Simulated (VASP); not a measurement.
The system is Zn.

```
Zn
1.0
     2.66480    0.00000    0.00000
    -1.33240    2.30778    0.00000
     0.00000    0.00000    4.94670
Zn
2
Direct
  0.33333 0.66667 0.25000
  0.66667 0.33333 0.75000
```

* Program: VASP 6.6.1
* Task: relaxation of cell and atoms
* Functional: PBEsol
* Potentials or basis: VASP PAW PBE potentials, release 64 (Zn)
* Cutoff: 600 eV
* k mesh: 18 × 18 × 8
* Occupations: gaussian, width 0.1 eV
* Spin: no spin polarisation

At the start: pressure -5.1 GPa; volume 15.21 Å³/atom.

Question: Where does the relaxation end?

Answer: Over 3 steps the energy falls by 16.6 meV/atom and the volume is 14.27 Å³/atom (-6.2 %); space group P6_3/mmc (No. 194, to 0.05 Å).

The path:
```csv
step,energy change (eV),largest force (eV/Å),pressure (GPa),volume (Å³)
1,0.0000,0.0000,-5.07,30.42
2,-0.0328,0.0000,0.63,28.35
3,-0.0332,0.0000,0.02,28.53
```

Final structure:
```yaml
crystal:
  lattice:
    - [2.60127, 0.00000, 0.00000]
    - [-1.30063, 2.25276, 0.00000]
    - [0.00000, 0.00000, 4.86862]
  atoms:
    - { symbol: Zn, position: [0.33333, 0.66667, 0.25000] }
    - { symbol: Zn, position: [0.66667, 0.33333, 0.75000] }
```

Caveat: the PAW data sets were made with another functional, which shifts forces and pressure a little.
